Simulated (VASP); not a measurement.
Wanted: the native input for a VASP 6.6.1 run.

- Task: single point
- Functional: PBEsol
- Potentials or basis: VASP PAW PBE potentials, release 64 (Pb_d, Se)
- Cutoff: 520 eV
- k mesh: 12 × 12 × 12
- Occupations: gaussian, width 0.1 eV
- Spin: no spin polarisation
- Dipole correction: no
- Further INCAR settings: ALGO = Normal; EDIFF = 1e-06; NBANDS = 17

The structure of PbSe lies in POSCAR:

```
PbSe
1.0
    3.7618431273      0.0000000000      0.0000000000
    0.0000000000      3.7618431273      0.0000000000
    0.0000000000      0.0000000000      3.7618431273
Pb Se
1 1
Direct
    0.0000000000      0.0000000000      0.0000000000
    0.5000000000      0.5000000000      0.5000000000
```

This cell differs from its parent crystal: strained.

These files were run (other wordings do the same):

INCAR

```
SYSTEM = PbSe
PREC = Accurate
ENCUT = 520
EDIFF = 1E-6
ISMEAR = 0
SIGMA = 0.1
LREAL = .False.
LASPH = .True.
NELM = 100
ALGO = Normal
ISIF = 2
LWAVE = .False.
LCHARG = .True.
GGA = PS
LELF = .True.
LVHAR = .True.
NBANDS = 17
```

KPOINTS

```
regular mesh
0
Gamma
  12 12 12
  0 0 0
```

Potentials or basis: VASP PAW PBE potentials, release 64 (Pb_d, Se).

Run with:

```bash
$ cat potpaw_PBE.64/Pb_d/POTCAR potpaw_PBE.64/Se/POTCAR > POTCAR
$ mpirun -np 1 vasp_std > vasp.out
```

It gave:

```yaml
Pressure: -2.4 GPa
Band_gap_on_the_k_mesh: zero (band 10 reaches 5.52 eV, above the bottom of band 11 at 4.68 eV)
```

Caveat: the cell differs from its parent crystal (strained); the PAW data sets were made with another functional, which shifts forces and pressure a little; spin-orbit coupling is left out, which moves the levels of the heavy elements.

Wall time 47 s on 1 thread of Intel(R) Xeon(R) Platinum 8375C CPU @ 2.90GHz (Ice Lake), on a shared host, peak memory 0.21 GiB.
